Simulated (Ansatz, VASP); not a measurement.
## Hf: VASP and Ansatz over several settings

```
Hf
1.0
    -1.76815    1.76815    1.76815
     1.76815   -1.76815    1.76815
     1.76815    1.76815   -1.76815
Hf
1
Direct
  0.00000 0.00000 0.00000
```

Single points on this cell with VASP 6.6.1 and Ansatz 0.2.0. Each row is one pair of runs. Alike in all rows: spin: off; smearing: fermi-dirac, width 0.05 eV.

| level | k mesh | VASP's potentials, cutoff | Ansatz's potentials, cutoff | gap on the k mesh at the Fermi level (eV), VASP | gap on the k mesh at the Fermi level (eV), Ansatz | pressure (GPa), VASP | pressure (GPa), Ansatz |
| --- | --- | --- | --- | --- | --- | --- | --- |
| LDA | 10 × 10 × 10 | VASP PAW LDA potentials, release 64 (Hf_pv), 520 eV | Ansatz PAW, 420 eV | none | none | -7.8 | -7.9 |
| r2SCAN | 10 × 10 × 10 | VASP PAW PBE potentials, release 64 (Hf_pv), 520 eV | Ansatz PAW, 500 eV | none | none | -0.1 | 0.3 |
| PBE0 | 6 × 6 × 6 | VASP PAW PBE potentials, release 64 (Hf_pv), 520 eV | Ansatz PAW, 420 eV | none | ? | 1.0 | ? |
| r2SCANh | 5 × 5 × 5 | VASP PAW PBE potentials, release 64 (Hf_pv), 520 eV | Ansatz PAW, 500 eV | none | none | -2.1 | -0.9 |

Task: Fill in what Ansatz gave in row 3.

Result: gap on the k mesh at the Fermi level (eV): none; pressure (GPa): 5.0.

VASP's potentials hold 10 valence electrons a cell and Ansatz's 26, so a difference there can come from the potentials and not from the codes.

A gap of «none» marks a metal or a gap that the smearing closes.

The k mesh is coarse in some rows, so the values compare programs but aren't converged. Spin-orbit coupling is off throughout.
